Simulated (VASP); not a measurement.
Here is a VASP 6.6.1 calculation.

INCAR

```
SYSTEM = Al
ALGO = Fast
EDIFF = 1E-7
ENCUT = 520
GGA = PE
ISIF = 2
ISMEAR = 0
LASPH = .TRUE.
LCHARG = .FALSE.
LREAL = .FALSE.
LWAVE = .FALSE.
NBANDS = 30
NELM = 100
PREC = Accurate
SIGMA = 0.1
```

Contents of KPOINTS:

```
k-points
0
G
  30 30 4
  0 0 0
```

POSCAR

```
Al
1.0
    2.8562264948      0.0000000000      0.0000000000
   -1.4281132474      2.4735647035      0.0000000000
    0.0000000000      0.0000000000     28.0449565798
Al
12
Direct
    0.0000000000      0.0000000000     -0.0000674249
    0.3333333333      0.6666666667      0.0829914858
    0.6666666667      0.3333333333      0.1660742654
    0.0000000000      0.0000000000      0.2489554562
    0.3333333333      0.6666666667      0.3329695537
    0.0000000000      0.0000000000      0.4169146209
    0.6666666667      0.3333333333      0.4997520458
    0.3333333333      0.6666666667      0.5836971130
    0.6666666667      0.3333333333      0.6677112105
    0.0000000000      0.0000000000      0.7505924013
    0.3333333333      0.6666666667      0.8336751808
    0.6666666667      0.3333333333      0.9167340915
```

Potentials or basis: VASP PAW PBE potentials, release 64 (Al).

Run with:

```bash
$ cat potpaw_PBE.64/Al/POTCAR > POTCAR
$ mpirun -np 1 vasp_std > vasp.out
```

(1) Predict the largest force.

(2) Predict the pressure.

(3) Predict the band gap on the k mesh.

Results:

(1) 0.012 eV/Å.

(2) 0.0 GPa.

(3) zero (bands 18 and 19 overlap by 5.65 eV).
